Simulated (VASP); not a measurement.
# Ta (Im-3m) in VASP: further runs

Runs on Ta. Level: r2SCAN. Tasks: relaxation of cell and atoms, single point.

Program: VASP 6.6.1. These are calculated values, not measurements. Logs are shortened: lines on timing, memory, paths and dates and some standing lists are left out, and cuts for length are marked.

## 1. The cell of the first run

The structure is cubic, space group Im-3m (No. 229). The conventional cell has a = 3.288 Å, b = 3.288 Å, c = 3.288 Å, α = 90.00°, β = 90.00°, γ = 90.00°. Ta (site symmetry m-3m) has 14 Ta at 2.85 to 3.29 Å within 3.8 Å.

## 2. Relaxation of cell and atoms, r2SCAN

POSCAR reads:

```
Ta
1.0
   -1.6441670000      1.6441670000      1.6441670000
    1.6441670000     -1.6441670000      1.6441670000
    1.6441670000      1.6441670000     -1.6441670000
Ta
1
Direct
    0.0000000000      0.0000000000      0.0000000000
```

INCAR.step1 reads:

```
  ALGO = Normal
  EDIFF = 1E-4
  ENCUT = 600
  GGA = PE
  ISMEAR = -4
  LASPH = True
  LCHARG = False
  LREAL = False
  LWAVE = True
  NELM = 100
  PREC = Accurate
  SIGMA = 0.1
```

INCAR.step2 reads:

```
  ALGO = Normal
  EDIFF = 1E-6
  EDIFFG = -0.01
  ENCUT = 600
  IBRION = 2
  ISIF = 3
  ISMEAR = -4
  ISTART = 1
  LASPH = True
  LCHARG = False
  LMIXTAU = True
  LREAL = False
  LWAVE = False
  METAGGA = R2SCAN
  NELM = 100
  NSW = 60
  PREC = Accurate
  SIGMA = 0.1
```

KPOINTS reads:

```
k-points
0
Gamma
  8 8 8
```

Potentials or basis: VASP PAW PBE potentials, release 64 (Ta_pv).

The run is started by

```console
cat potpaw_PBE.64/Ta_pv/POTCAR > POTCAR
cp INCAR.step1 INCAR
mpirun -np 1 vasp_std > vasp.out
cp INCAR.step2 INCAR
mpirun -np 1 vasp_std > vasp.out
```

OUTCAR:

```text
EDIFF = 1E-6
   EDIFFG = -0.01
   ENCUT = 600
   IBRION = 2
   ISIF = 3
   ISMEAR = -4
   ISTART = 1
   LASPH = True
   LREAL = False
   METAGGA = R2SCAN
   NELM = 100
   NSW = 60
   PREC = Accurate

 ion  position               nearest neighbor table
   1  0.000  0.000  0.000-

  LATTYP: Found a body centered cubic cell.
 ALAT       =     3.2883340000

  Lattice vectors:

 A1 = (  -1.6441670000,   1.6441670000,   1.6441670000)
 A2 = (   1.6441670000,  -1.6441670000,   1.6441670000)
 A3 = (   1.6441670000,   1.6441670000,  -1.6441670000)

Analysis of symmetry for initial positions (statically):
=====================================================================
 Subroutine PRICEL returns:
 Original cell was already a primitive cell.

 Routine SETGRP: Setting up the symmetry group for a
 body centered cubic supercell.

 Subroutine GETGRP returns: Found 48 space group operations
 (whereof 48 operations were pure point group operations)
 out of a pool of 48 trial point group operations.

The static configuration has the point symmetry O_h .

Analysis of symmetry for dynamics (positions and initial velocities):
=====================================================================
 Subroutine PRICEL returns:
 Original cell was already a primitive cell.

 Routine SETGRP: Setting up the symmetry group for a
 body centered cubic supercell.

 Subroutine GETGRP returns: Found 48 space group operations
 (whereof 48 operations were pure point group operations)
 out of a pool of 48 trial point group operations.

The dynamic configuration has the point symmetry O_h .

 Subroutine INISYM returns: Found 48 space group operations
 (whereof 48 operations are pure point group operations),
 and found     1 'primitive' translations

----------------------------------------------------------------------------------------

                                     Primitive cell

  volume of cell :      17.7786

  direct lattice vectors                    reciprocal lattice vectors
    -1.644167000  1.644167000  1.644167000     0.000000000  0.304105362  0.304105362
     1.644167000 -1.644167000  1.644167000     0.304105362  0.000000000  0.304105362
     1.644167000  1.644167000 -1.644167000     0.304105362  0.304105362  0.000000000

  length of vectors
     2.847780780  2.847780780  2.847780780     0.430069927  0.430069927  0.430069927

  position of ions in fractional coordinates (direct lattice)
     0.000000000  0.000000000  0.000000000

  ion indices of the primitive-cell ions
   primitive index   ion index
                 1           1

----------------------------------------------------------------------------------------

 KPOINTS: k-points

Automatic generation of k-mesh.
 Grid dimensions read from file:
 generate k-points for:    8    8    8

 Generating k-lattice:

  Cartesian coordinates                     Fractional coordinates (reciprocal lattice)
     0.000000000  0.038013170  0.038013170     0.125000000  0.000000000  0.000000000
     0.038013170  0.000000000  0.038013170     0.000000000  0.125000000  0.000000000
     0.038013170  0.038013170  0.000000000     0.000000000  0.000000000  0.125000000

  Length of vectors
     0.053758741  0.053758741  0.053758741

  Shift w.r.t. Gamma in fractional coordinates (k-lattice)
     0.000000000  0.000000000  0.000000000

 TETIRR: Found    513 inequivalent tetrahedra from     3072

 Subroutine IBZKPT returns following result:
 ===========================================

 Found     29 irreducible k-points:

 Following reciprocal coordinates:
            Coordinates               Weight
  0.000000  0.000000  0.000000      1.000000
  0.125000  0.000000  0.000000     12.000000
  0.250000  0.000000  0.000000     12.000000
  0.375000  0.000000  0.000000     12.000000
  0.500000  0.000000  0.000000      6.000000
  0.125000  0.125000  0.000000     24.000000
[... 16 lines left out ...]
 -0.250000  0.250000  0.250000      6.000000
 -0.375000  0.375000  0.250000     24.000000
 [... further k-points ...]
[... 37 lines left out ...]

 VOLUME and BASIS-vectors are now :
 -----------------------------------------------------------------------------
  energy-cutoff  :      600.00
  volume of cell :       17.78
      direct lattice vectors                 reciprocal lattice vectors
    -1.644167000  1.644167000  1.644167000     0.000000000  0.304105362  0.304105362
     1.644167000 -1.644167000  1.644167000     0.304105362  0.000000000  0.304105362
     1.644167000  1.644167000 -1.644167000     0.304105362  0.304105362  0.000000000
[... 71 lines left out ...]
 POSITION                                       TOTAL-FORCE (eV/Angst)
 -----------------------------------------------------------------------------------
      0.00000      0.00000     -0.00000        -0.000000     -0.000000     -0.000000
 -----------------------------------------------------------------------------------
    total drift:                               -0.000000      0.000000      0.000000

  FREE ENERGIE OF THE ION-ELECTRON SYSTEM (eV)
  ---------------------------------------------------
  free  energy   TOTEN  =       -48.4494926056 eV

  energy  without entropy=      -48.4494926056  energy(sigma->0) =      -48.44949261

--------------------------------------- Ionic step        4  -------------------------------------------

 number of electron      11.0000001 magnetization

 Free energy of the ion-electron system (eV)
  ---------------------------------------------------
  ext. energy  EPLUGINS =         0.00000000
  ---------------------------------------------------
  free energy    TOTEN  =       -48.44950429 eV

  energy without entropy =      -48.44950429  energy(sigma->0) =      -48.44950429

 E-fermi :   5.2181     XC(G=0): -13.6973

 val. band max:        5.3639478779   @ k =   0.3750   0.1250   0.1250
 cond. band min:       5.2511687999   @ k =   0.5000   0.5000   0.1250
 fundamental gap:     -0.1127790780
 Fermi energy:         5.2181112730

 k-point     1 :       0.0000    0.0000    0.0000
  band No.  band energies     occupation
      1     -29.0420      2.00000
      2     -29.0420      2.00000
      3     -29.0420      2.00000
      4      -3.0569      2.00000
      5       6.0665      0.00028
      6       6.0666      0.00004
      7       6.0666      0.00000
      8       9.5180      0.00000
      9       9.5180      0.00000

 k-point     2 :       0.1250    0.0000    0.0000
  band No.  band energies     occupation
      1     -29.2291      2.00000
      2     -29.0994      2.00000
      3     -29.0430      2.00000
      4      -2.3607      2.00000
      5       5.6280      0.24459
      6       5.8701      0.05750
      7       6.7570      0.00000
      8       8.9602      0.00000
      9       9.5270      0.00000
[... 253 lines left out ...]
 k-point    24 :      -0.3750    0.3750    0.2500
  band No.  band energies     occupation
      1     -29.9268      2.00000
      2     -29.5897      2.00000
      3     -29.4821      2.00000
      4       2.2707      2.00000
      5       3.2372      2.00000
      6       6.5645      0.06704
      7       7.2904      0.00000
      8      10.8304      0.00000
      9      11.0163      0.00000

 [... further k-points ...]
[... 5 lines left out ...]
  --------------------------------------------------------------------------------------
  -------------------------------------------------------------------------------------
  Total       -0.0004133     -0.0004133     -0.0004133      0.0000000      0.0000000     -0.0000000
  in kB       -0.0363094     -0.0363094     -0.0363094      0.0000000      0.0000000     -0.0000000
  external PRESSURE =      -0.0363094 kB  Pullay stress =       0.0000000 kB

 VOLUME and BASIS-vectors are now :
 -----------------------------------------------------------------------------
  energy-cutoff  :      600.00
  volume of cell :       18.24
      direct lattice vectors                 reciprocal lattice vectors
    -1.658237494  1.658237494  1.658237494     0.000000000  0.301524964  0.301524964
     1.658237494 -1.658237494  1.658237494     0.301524964  0.000000000  0.301524964
     1.658237494  1.658237494 -1.658237494     0.301524964  0.301524964  0.000000000

 POSITION                                       TOTAL-FORCE (eV/Angst)
 -----------------------------------------------------------------------------------
      0.00000      0.00000     -0.00000         0.000000      0.000000      0.000000
 -----------------------------------------------------------------------------------
    total drift:                               -0.000000      0.000000      0.000000

  FREE ENERGIE OF THE ION-ELECTRON SYSTEM (eV)
  ---------------------------------------------------
  free  energy   TOTEN  =       -48.4495042937 eV

  energy  without entropy=      -48.4495042937  energy(sigma->0) =      -48.44950429

 reached required accuracy - stopping structural energy minimisation
```

Run time: 1.9 min. Hardware: 1 thread of AMD EPYC 7R43 (Zen 3), shared host; peak memory 0.12 GiB.

Results:

- Free energy: -48.4495 eV
- Relaxed volume: 18.24 Å³/atom
- Relaxed cell: a = 2.872 Å, b = 2.872 Å, c = 2.872 Å, α = 109.47°, β = 109.47°, γ = 109.47°
- Space group after relaxing (to 0.05 Å): Im-3m (No. 229)
- Energy gained by relaxing: 7.5 meV/atom
- Ionic steps: 4
- Pressure after relaxing: 0.0 GPa

Step by step:
```csv
step,energy change (eV),largest force (eV/Å),pressure (GPa),volume (Å³)
1,0.0000,0.0000,5.37,17.78
2,0.0303,0.0000,-10.50,19.36
3,-0.0075,0.0000,-0.19,18.26
4,-0.0075,0.0000,0.00,18.24
```

Final structure:
```cif
data_structure
_symmetry_space_group_name_H-M 'P 1'
_symmetry_Int_Tables_number 1
_cell_length_a 2.8722
_cell_length_b 2.8722
_cell_length_c 2.8722
_cell_angle_alpha 109.471
_cell_angle_beta 109.471
_cell_angle_gamma 109.471
_cell_volume 18.24
loop_
_atom_site_label
_atom_site_type_symbol
_atom_site_fract_x
_atom_site_fract_y
_atom_site_fract_z
_atom_site_occupancy
Ta1 Ta 0.00000 0.00000 0.00000 1
```

Levels at points of the mesh, in eV from the Fermi level:
| k point | band 3 | band 4 | band 5 | band 6 | band 7 | band 8 |
| --- | --- | --- | --- | --- | --- | --- |
| (0.00, 0.00, 0.00) | -34.26 | -8.28 | 0.85 | 0.85 | 0.85 | 4.30 |
| (0.50, 0.00, 0.00) | -34.27 | -4.49 | -1.52 | 1.41 | 4.16 | 5.21 |
| (0.50, 0.50, 0.50) | -35.08 | -3.86 | -3.86 | 7.02 | 7.02 | 7.02 |

Caveat: the PAW data sets were made with another functional, which shifts forces and pressure a little; spin-orbit coupling is left out, which moves the levels of the heavy elements.

## 3. Single point, r2SCAN

This run uses another cell than the first one, of 17.85 Å³/atom, 1.004 times its volume.

POSCAR reads:

```
Ta
1.0
   -1.6462875004      1.6462875004      1.6462875004
    1.6462875004     -1.6462875004      1.6462875004
    1.6462875004      1.6462875004     -1.6462875004
Ta
1
Direct
    0.0000000000      0.0000000000      0.0000000000
```

INCAR.step1 reads:

```
SYSTEM = Ta
PREC = Accurate
ENCUT = 550
ISMEAR = 0
SIGMA = 0.1541
LREAL = .FALSE.
LASPH = .TRUE.
NELM = 120
NBANDS = 12
GGA = PE
ALGO = Normal
EDIFF = 1E-5
LWAVE = .TRUE.
LCHARG = .FALSE.
GGA_COMPAT = .FALSE.
```

INCAR.step2 reads:

```
SYSTEM = Ta
PREC = Accurate
ENCUT = 550
EDIFF = 1E-6
ISMEAR = 0
SIGMA = 0.1541
LREAL = .FALSE.
LASPH = .TRUE.
NELM = 120
ALGO = Normal
ISIF = 2
LWAVE = .FALSE.
LCHARG = .FALSE.
METAGGA = R2SCAN
LMIXTAU = .TRUE.
NBANDS = 12
ISTART = 1
GGA_COMPAT = .FALSE.
```

KPOINTS reads:

```
regular mesh
0
G
  8 8 8
  0 0 0
```

Potentials or basis: VASP PAW PBE potentials, release 64 (Ta_pv).

The run is started by

```console
cat potpaw_PBE.64/Ta_pv/POTCAR > POTCAR
cp INCAR.step1 INCAR
mpirun -np 1 vasp_std > vasp.out
cp INCAR.step2 INCAR
mpirun -np 1 vasp_std > vasp.out
```

Wall time 10 s (1 thread of Intel Xeon 6975P-C (Granite Rapids), shared host); peak memory 0.14 GiB.

The run converged. Its results:

```yaml
Free_energy: -48.5992 eV
Pressure: 0.6 GPa
```

Levels at points of the mesh, in eV from the Fermi level:
```csv
k point,band 2,band 3,band 4,band 5,band 6,band 7,band 8,band 9
"(0.00, 0.00, 0.00)",-34.18,-34.18,-8.40,0.82,0.82,0.82,4.34,4.34
"(0.50, 0.00, 0.00)",-34.59,-34.19,-4.63,-1.62,1.48,4.22,5.30,8.17
"(0.50, 0.50, 0.50)",-35.07,-35.07,-4.03,-4.03,7.18,7.18,7.18,9.08
```

Caveat: the PAW data sets were made with another functional, which shifts forces and pressure a little; spin-orbit coupling is left out, which moves the levels of the heavy elements.

## 4. Single point, r2SCAN

This run uses another cell than the first one, of 17.85 Å³/atom, 1.004 times its volume.

POSCAR reads:

```
Ta
1.0
   -1.6462872863      1.6462872863      1.6462872863
    1.6462872863     -1.6462872863      1.6462872863
    1.6462872863      1.6462872863     -1.6462872863
Ta
1
Direct
    0.0000000000      0.0000000000      0.0000000000
```

INCAR.step1 reads:

```
PREC     = Accurate       # precision mode
ENCUT    = 550            # plane-wave cutoff, eV
ISMEAR   = 0              # smearing method
SIGMA    = 0.1541         # smearing width, eV
LREAL    = False          # projectors in reciprocal space
LASPH    = True           # aspherical terms in the spheres
NELM     = 120            # most SCF steps
NBANDS   = 12             # bands
GGA      = PE             # functional
ALGO     = Normal         # electronic algorithm
EDIFF    = 1E-5           # SCF threshold, eV
LWAVE    = True           # write WAVECAR
LCHARG   = False          # write CHGCAR
GGA_COMPAT= False
```

INCAR.step2 reads:

```
PREC     = Accurate       # precision mode
ENCUT    = 550            # plane-wave cutoff, eV
EDIFF    = 1E-6           # SCF threshold, eV
ISMEAR   = 0              # smearing method
SIGMA    = 0.1541         # smearing width, eV
LREAL    = False          # projectors in reciprocal space
LASPH    = True           # aspherical terms in the spheres
NELM     = 120            # most SCF steps
ALGO     = Normal         # electronic algorithm
ISIF     = 2              # what is computed and relaxed
LWAVE    = False          # write WAVECAR
LCHARG   = False          # write CHGCAR
METAGGA  = R2SCAN         # meta-GGA
LMIXTAU  = True         
NBANDS   = 12             # bands
ISTART   = 1            
GGA_COMPAT= False
```

KPOINTS reads:

```
regular mesh
0
Gamma
  8 8 8
```

The run is started by

```console
cat potpaw_PBE.64/Ta_pv/POTCAR > POTCAR
cp INCAR.step1 INCAR
mpirun -np 1 vasp_std > vasp.out
cp INCAR.step2 INCAR
mpirun -np 1 vasp_std > vasp.out
```

Run time: 10 s. Hardware: 1 thread of Intel Xeon 6975P-C (Granite Rapids), shared host; peak memory 0.15 GiB.

The run converged. Its results:

| Property | Result |
| --- | --- |
| Free energy | -48.5992 eV |
| Pressure | 0.6 GPa |

Levels at points of the mesh, in eV from the Fermi level:
```
           k point  band 3  band 4  band 5  band 6  band 7  band 8
(0.00, 0.00, 0.00)  -34.18   -8.40    0.82    0.82    0.82    4.34
(0.50, 0.00, 0.00)  -34.19   -4.63   -1.62    1.48    4.22    5.30
(0.50, 0.50, 0.50)  -35.07   -4.03   -4.03    7.18    7.18    7.18
```

Caveat: the PAW data sets were made with another functional, which shifts forces and pressure a little; spin-orbit coupling is left out, which moves the levels of the heavy elements.

## 5. Relaxation of cell and atoms, r2SCAN

POSCAR reads:

```
Ta
1.0
   -1.6441670000      1.6441670000      1.6441670000
    1.6441670000     -1.6441670000      1.6441670000
    1.6441670000      1.6441670000     -1.6441670000
Ta
1
Direct
    0.0000000000      0.0000000000      0.0000000000
```

INCAR.step1 reads:

```
PREC = Accurate ; ENCUT = 550
ISMEAR = 0 ; SIGMA = 0.1541
LREAL = F ; LASPH = T
NELM = 120 ; GGA = PE
ALGO = Normal ; EDIFF = 1E-5
LWAVE = T ; LCHARG = F
GGA_COMPAT = F ; IBRION = 2
ISIF = 3 ; EDIFFG = -0.005
NELMIN = 4 ; NSW = 100
```

INCAR.step2 reads:

```
PREC = Accurate ; ENCUT = 550
EDIFF = 1E-7 ; ISMEAR = 0
SIGMA = 0.1541 ; LREAL = F
LASPH = T ; NELM = 120
ALGO = Normal ; ISIF = 3
LWAVE = F ; LCHARG = F
METAGGA = R2SCAN ; LMIXTAU = T
IBRION = 2 ; NSW = 60
EDIFFG = -0.01 ; ISTART = 1
GGA_COMPAT = F ; NELMIN = 4
```

KPOINTS is that of step 4.

The run is started by

```console
cat potpaw_PBE.64/Ta_pv/POTCAR > POTCAR
cp INCAR.step1 INCAR
mpirun -np 1 vasp_std > vasp.out
cp INCAR.step2 INCAR
mpirun -np 1 vasp_std > vasp.out
```

Run time: 32 s. Hardware: 1 thread of Intel Xeon 6975P-C (Granite Rapids), shared host; peak memory 0.14 GiB.

Results (log left out):

| Quantity | Value |
| --- | --- |
| Free energy | -48.5993 eV |
| Relaxed volume | 17.90 Å³/atom |
| Relaxed cell | a = 2.854 Å, b = 2.854 Å, c = 2.854 Å, α = 109.47°, β = 109.47°, γ = 109.47° |
| Space group after relaxing (to 0.05 Å) | Im-3m (No. 229) |
| Energy gained by relaxing | 0.6 meV/atom |
| Ionic steps | 3 |
| Pressure after relaxing | 0.0 GPa |

The path:
```
step  energy change (eV)  largest force (eV/Å)  pressure (GPa)  volume (Å³)
   1              0.0000                0.0000            1.46        17.78
   2              0.0024                0.0000           -3.18        18.20
   3             -0.0006                0.0000            0.00        17.90
```

Final structure:
```cif
data_structure
_symmetry_space_group_name_H-M 'P 1'
_symmetry_Int_Tables_number 1
_cell_length_a 2.8544
_cell_length_b 2.8544
_cell_length_c 2.8544
_cell_angle_alpha 109.471
_cell_angle_beta 109.471
_cell_angle_gamma 109.471
_cell_volume 17.90
loop_
_atom_site_label
_atom_site_type_symbol
_atom_site_fract_x
_atom_site_fract_y
_atom_site_fract_z
_atom_site_occupancy
Ta1 Ta 0.00000 0.00000 0.00000 1
```

Levels at points of the mesh, in eV from the Fermi level:
```tsv
k point	band 3	band 4	band 5	band 6	band 7	band 8
(0.00, 0.00, 0.00)	-34.20	-8.39	0.82	0.82	0.82	4.33
(0.50, 0.00, 0.00)	-34.21	-4.62	-1.61	1.47	4.21	5.28
(0.50, 0.50, 0.50)	-35.07	-4.01	-4.01	7.15	7.15	7.15
```

Caveat: the PAW data sets were made with another functional, which shifts forces and pressure a little; spin-orbit coupling is left out, which moves the levels of the heavy elements.

## 6. Summary

```csv
task,cell,cutoff (eV),smearing,gap on the mesh (eV),pressure (GPa),relaxed volume (Å³/atom)
relaxation of cell and atoms,"relaxed from a = 2.848 Å, angles 109.5°, 1 atom",600,tetrahedron,none,0.0,18.24
single point,"a = 2.851 Å, angles 109.5°, 1 atom",550,gaussian 0.1541 eV,none,0.6,-
relaxation of cell and atoms,"relaxed from a = 2.848 Å, angles 109.5°, 1 atom",550,gaussian 0.1541 eV,none,0.0,17.90
```

Alike in all rows: level r2SCAN; potentials or basis VASP PAW PBE potentials, release 64 (Ta_pv); no spin polarisation; k mesh 8 × 8 × 8.

Caveats: the PAW data sets were made with another functional, which shifts forces and pressure a little; spin-orbit coupling is left out, which moves the levels of the heavy elements.

Absolute energies hang on the potentials; compare differences alone.
